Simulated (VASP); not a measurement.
Wanted: the native input for a VASP 6.6.1 run.

| Item | Value |
| --- | --- |
| Task | single point |
| Functional | HSE06 |
| Potentials or basis | VASP PAW PBE potentials, release 64 (Al, N) |
| Cutoff | 520 eV |
| k mesh | 6 × 6 × 4 |
| Occupations | gaussian, width 0.01 eV |
| Spin | no spin polarisation |
| Dipole correction | no |
| Grid for exact exchange (PRECFOCK) | Normal |
| Further INCAR settings | ALGO = Normal; EDIFF = 1e-06; NBANDS = 16 |
| Share of exact exchange | 0.25 |
| Screening parameter | 0.2079 1/Å |

AlN:

```
Al N
1.0
     3.12223    0.00000    0.00000
    -1.56111    2.69048    0.00000
     0.00000    0.00000    4.97859
Al N
2 2
Cartesian
  0.0000 1.7929 -0.0175
  1.5611 0.8976 2.4718
  0.0000 1.7912 1.8844
  1.5611 0.8993 4.3737
```

This cell differs from its parent crystal: uniaxial x strain +0.5%.

The input as run:

POSCAR

```
AlN
1.0
    3.1222272302      0.0000000000      0.0000000000
   -1.5611136151      2.6904757192      0.0000000000
    0.0000000000      0.0000000000      4.9785915475
Al N
2 2
Direct
    0.3331890905      0.6663781811     -0.0035069819
    0.6668109095      0.3336218189      0.4964930181
    0.3328760385      0.6657520770      0.3785069819
    0.6671239615      0.3342479230      0.8785069819
```

INCAR.step1

```
SYSTEM = AlN
PREC = Accurate ; ENCUT = 520
EDIFF = 1E-5 ; ISMEAR = 0
SIGMA = 0.01 ; LREAL = .False.
LASPH = .True. ; NELM = 120
ALGO = Normal ; ISIF = 2
LWAVE = .True. ; LCHARG = .False.
GGA = PE ; NBANDS = 16
GGA_COMPAT = .False.
```

INCAR.step2

```
SYSTEM = AlN
PREC = Accurate ; ENCUT = 520
EDIFF = 1E-6 ; ISMEAR = 0
SIGMA = 0.01 ; LREAL = .False.
LASPH = .True. ; NELM = 120
ALGO = Normal ; ISIF = 2
LWAVE = .False. ; LCHARG = .False.
GGA = PE ; LHFCALC = .True.
HFSCREEN = 0.2079 ; PRECFOCK = Normal
ISTART = 1 ; NBANDS = 16
GGA_COMPAT = .False.
```

KPOINTS

```
Automatic mesh
0
Gamma
  6 6 4
  0 0 0
```

Potentials or basis: VASP PAW PBE potentials, release 64 (Al, N).

Command:

```console
$ cat potpaw_PBE.64/Al/POTCAR potpaw_PBE.64/N/POTCAR > POTCAR
$ cp INCAR.step1 INCAR
$ mpirun -np 1 vasp_std > vasp.out
$ cp INCAR.step2 INCAR
$ mpirun -np 1 vasp_std > vasp.out
```

It gave:

The pressure is -1.9 GPa, the largest force is 0.007 eV/Å and the band gap on the k mesh is 5.53 eV.

Caveat: the cell differs from its parent crystal (uniaxial x strain +0.5%); the PAW data sets were made with another functional, which shifts forces and pressure a little.

Run time: 38 min on 1 thread of AMD EPYC 7R13 Processor (Zen 3) (shared host), peak memory 0.25 GiB.
